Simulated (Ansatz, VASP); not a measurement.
## One calculation of Si, two programs

```xyz
1
Lattice="0.0000 1.9358 1.9358 1.9358 0.0000 1.9358 1.9358 1.9358 0.0000" Properties=species:S:1:pos:R:3 pbc="T T T"
Si    0.0000    0.0000    0.0000
```

Alike in both runs: functional PBE; k mesh 17 × 17 × 17; occupations fermi-dirac, width 0.1 eV; no spin polarisation.

Ansatz relaxed the structure, and its values are those at the end. VASP's run is a single point on that final structure, the one shown.

|  | VASP | Ansatz |
| --- | --- | --- |
| version | VASP 6.6.1 | Ansatz 0.2.0 |
| potentials or method | VASP PAW PBE potentials, release 64 (Si) | PAW with Ansatz's default frozen-core files, scalar-relativistic |
| plane-wave cutoff (eV) | 500 | 420 |
| valence electrons in the cell | 4 | 4 |

VASP gave:

```
pressure (GPa) : -0.1
```

Q: What did Ansatz give for the same quantities?

A: Pressure (GPa): 0.0.

The functional is the same, so the differences come from potentials, cutoffs and numerics.
